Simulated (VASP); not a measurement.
Runs of VASP 6.6.1 on SnO2. The structure is that of space group P4_2/mnm (No. 136), or close to it. The cells are those of the table. 

```csv
cell,k mesh,cutoff (eV),smearing,mended,gap on the mesh (eV),pressure (GPa),largest force (eV/Å)
"a = 4.828, b = 4.828, c = 3.368 Å, 6 atoms",9 × 9 × 12,600,gaussian 0.05 eV,-,0.12,-7.1,0.13
"a = 4.441, b = 4.441, c = 3.238 Å, 6 atoms",8 × 8 × 10,600,methfessel-paxton 0.05 eV,yes,2.47,41.9,0.27
"a = 4.635, b = 4.635, c = 2.979 Å, 6 atoms",6 × 6 × 8,520,gaussian 0.05 eV,-,2.80,48.6,1.28
"a = 4.441, b = 4.441, c = 2.979 Å, 6 atoms",6 × 6 × 8,520,gaussian 0.05 eV,-,3.84,83.5,1.28
"a = 4.441, b = 4.441, c = 3.497 Å, 6 atoms",6 × 6 × 8,520,gaussian 0.05 eV,-,1.44,17.7,0.84
"a = 4.441, b = 4.441, c = 3.238 Å, 6 atoms",6 × 6 × 8,520,methfessel-paxton 0.05 eV,-,2.47,(a),0.27
"a = 4.441, b = 4.441, c = 3.238 Å, 6 atoms",6 × 6 × 8,520,gaussian 0.05 eV,-,2.47,(b),0.27
"a = 4.441, b = 4.441, c = 3.108 Å, 6 atoms",6 × 6 × 8,520,gaussian 0.05 eV,-,3.12,(d),0.34
"a = 4.441, b = 4.441, c = 3.368 Å, 6 atoms",6 × 6 × 8,520,gaussian 0.05 eV,-,(c),28.3,0.64
"a = 4.635, b = 4.635, c = 3.108 Å, 6 atoms",6 × 6 × 8,520,gaussian 0.05 eV,-,2.11,30.7,0.54
```

Alike in all rows: task single point; level PBE; potentials or basis VASP PAW PBE potentials, release 64 (Sn_d, O); no spin polarisation.

Q: Fill in the values left out.

A: (a) 42.2; (b) 42.3; (c) 1.91; (d) 60.2.

Caveats: spin-orbit coupling is left out, which moves the levels of the heavy elements; the cell stands under pressure (at least some runs); forces of over 1 eV/Å act on the atoms, so gaps and moduli don't describe the material at rest (at least some runs); the cell stands under tension (at least some runs); an odd mesh through Γ misses points on the zone boundary, where band edges can lie (at least some runs).

A k mesh can miss the band edges, and the runs leave out spin-orbit coupling on Sn.
